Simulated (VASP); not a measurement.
Set up this calculation in VASP 6.6.1, as the native input.

```
Task                               : single point
Functional                         : r2SCAN0
Potentials or basis                : VASP PAW PBE potentials, release 64 (Pt, Se)
Cutoff                             : 520 eV
k mesh                             : 4 × 4 × 4
Occupations                        : fermi-dirac, width 0.05 eV
Spin                               : no spin polarisation
Dipole correction                  : no
Grid for exact exchange (PRECFOCK) : Normal
Further INCAR settings             : ALGO = Normal; EDIFF = 1e-06; NBANDS = 15
Share of exact exchange            : 0.25
```

PtSe:

```xyz
2
Lattice="0.0000 2.7984 2.7984 2.7984 0.0000 2.7984 2.7984 2.7984 0.0000" Properties=species:S:1:pos:R:3 pbc="T T T"
Pt    2.7984    2.7984    2.7984
Se    0.0000    0.0000    0.0000
```

One way to write it, as run:

POSCAR

```
PtSe
1.0
    0.0000000000      2.7984111300      2.7984111300
    2.7984111300      0.0000000000      2.7984111300
    2.7984111300      2.7984111300      0.0000000000
Pt Se
1 1
Direct
    0.5000000000      0.5000000000      0.5000000000
    0.0000000000      0.0000000000      0.0000000000
```

INCAR.step1

```
ALGO = Normal ; EDIFF = 1E-5
ENCUT = 520 ; GGA = PE
ISIF = 2 ; ISMEAR = -1
LASPH = T ; LCHARG = F
LREAL = F ; LWAVE = T
NBANDS = 15 ; NELM = 100
PREC = Accurate ; SIGMA = 0.05
```

INCAR.step2

```
AEXX = 0.25 ; ALGO = Normal
EDIFF = 1E-6 ; ENCUT = 520
ISIF = 2 ; ISMEAR = -1
ISTART = 1 ; LASPH = T
LCHARG = F ; LHFCALC = T
LMIXTAU = T ; LREAL = F
LWAVE = F ; METAGGA = R2SCAN
NBANDS = 15 ; NELM = 100
PREC = Accurate ; PRECFOCK = Normal
SIGMA = 0.05
```

KPOINTS

```
k-points
0
Gamma
  4 4 4
```

Potentials or basis: VASP PAW PBE potentials, release 64 (Pt, Se).

Launch:

```bash
$ cat potpaw_PBE.64/Pt/POTCAR potpaw_PBE.64/Se/POTCAR > POTCAR
$ cp INCAR.step1 INCAR
$ mpirun -np 1 vasp_std > vasp.out
$ cp INCAR.step2 INCAR
$ mpirun -np 1 vasp_std > vasp.out
```

Results of the run:

```yaml
Pressure: -17.5 GPa
Band_gap_on_the_k_mesh: zero (bands 8 and 9 overlap by 4.81 eV)
```

Caveat: the k points lie up to 0.49 Å⁻¹ apart, too coarse for converged energies and pressures of a metal; the PAW data sets were made with another functional, which shifts forces and pressure a little; spin-orbit coupling is left out, which moves the levels of the heavy elements.

It took 15 min on 1 thread of Intel Xeon 8259CL, with other jobs on the host, peak memory 0.19 GiB.
